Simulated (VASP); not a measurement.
Here is a VASP 6.6.1 calculation.

Contents of INCAR:

```
SYSTEM = NbAs
PREC     = Accurate       ! precision mode
ENCUT    = 520            ! plane-wave cutoff, eV
EDIFF    = 1E-6           ! SCF threshold, eV
ISMEAR   = 0              ! smearing method
SIGMA    = 0.1            ! smearing width, eV
LREAL    = .False.        ! projectors in reciprocal space
LASPH    = .True.         ! aspherical terms in the spheres
NELM     = 150            ! most SCF steps
ALGO     = Normal         ! electronic algorithm
ISIF     = 2              ! what is computed and relaxed
LWAVE    = .False.        ! write WAVECAR
LCHARG   = .True.         ! write CHGCAR
ISPIN    = 2              ! spin polarisation
MAGMOM   = 0.53 -0.01     ! initial moments
LORBIT   = 11             ! projections on sites
NUPDOWN  = 0.75           ! fixed moment
LMAXMIX  = 4              ! l up to which the mixer works
GGA      = PS             ! functional
LELF     = .True.         ! ELF
LVHAR    = .True.       
NBANDS   = 20             ! bands
```

Contents of KPOINTS:

```
regular mesh
0
Gamma
  12 12 12
  0 0 0
```

File POSCAR:

```
NbAs
1.0
    0.0000000000      2.8723581278      2.8723581278
    2.8723581278      0.0000000000      2.8723581278
    2.8723581278      2.8723581278      0.0000000000
Nb As
1 1
Direct
    0.0000000000      0.0000000000      0.0000000000
    0.2500000000      0.2500000000      0.2500000000
```

Potentials or basis: VASP PAW PBE potentials, release 64 (Nb_sv, As).

Run with:

```console
$ cat potpaw_PBE.64/Nb_sv/POTCAR potpaw_PBE.64/As/POTCAR > POTCAR
$ mpirun -np 1 vasp_std > vasp.out
```

(1) Predict the pressure.

Results:

(1) 1.1 GPa.

Caveat: the PAW data sets were made with another functional, which shifts forces and pressure a little; the total moment is fixed, so each spin has its own Fermi level.
